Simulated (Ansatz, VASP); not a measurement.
**Two plane-wave programs on BN**

INCAR

```
PREC = Accurate ; ENCUT = 600
EDIFF = 1E-6 ; ISMEAR = 0
SIGMA = 0.01 ; LREAL = F
LASPH = T ; NELM = 120
ALGO = Normal ; ISIF = 2
LWAVE = F ; LCHARG = F
GGA = PE ; NBANDS = 11
GGA_COMPAT = F
```

The input KPOINTS:

```
regular mesh
0
Gamma
  16 16 16
```

File POSCAR:

```
BN
1.0
    0.0000000000      1.8123426907      1.8123426907
    1.8123426907      0.0000000000      1.8123426907
    1.8123426907      1.8123426907      0.0000000000
B N
1 1
Direct
    0.0000000000      0.0000000000      0.0000000000
    0.7500000000      0.7500000000      0.7500000000
```

Input for Ansatz:

```yaml
crystal:
  lattice:
    - [0.0, 1.8123426907, 1.8123426907]
    - [1.8123426907, 0.0, 1.8123426907]
    - [1.8123426907, 1.8123426907, 0.0]
  atoms:
    - { symbol: B, position: [0.0, 0.0, 0.0] }
    - { symbol: "N", position: [0.75, 0.75, 0.75] }
basis:
  ecutwfc: 420
  ecutrho_ratio: 4
kpoints:
  mp_grid: { grid: [16, 16, 16] }
hamiltonian:
  xc: pbe
scf:
  occupations: { method: fixed }
  convergence: { dr2_threshold: 1.0e-11 }
output:
  forces: true
  stress: true
  eigenvalues: true
  polarization: {}
```

Alike in both runs: task single point; functional PBE; k mesh 16 × 16 × 16; no spin polarisation.

```csv
,VASP,Ansatz
version,VASP 6.6.1,Ansatz 0.2.0
potentials or method,"VASP PAW PBE potentials, release 64 (B, N), cutoff 600 eV","scalar-relativistic, plane waves, PAW"
occupations,"gaussian, width 0.01 eV",fixed
valence electrons in the cell,8,8
```

|  | VASP | Ansatz | Ansatz less VASP |
| --- | --- | --- | --- |
| gap on the k mesh at the Fermi level (eV) | 4.45 | 4.46 | +0.012 |
| least direct gap on the mesh (eV) | 8.78 | 8.79 | +0.011 |
| pressure (GPa) | 0.0 | 0.0 | +0.03 |
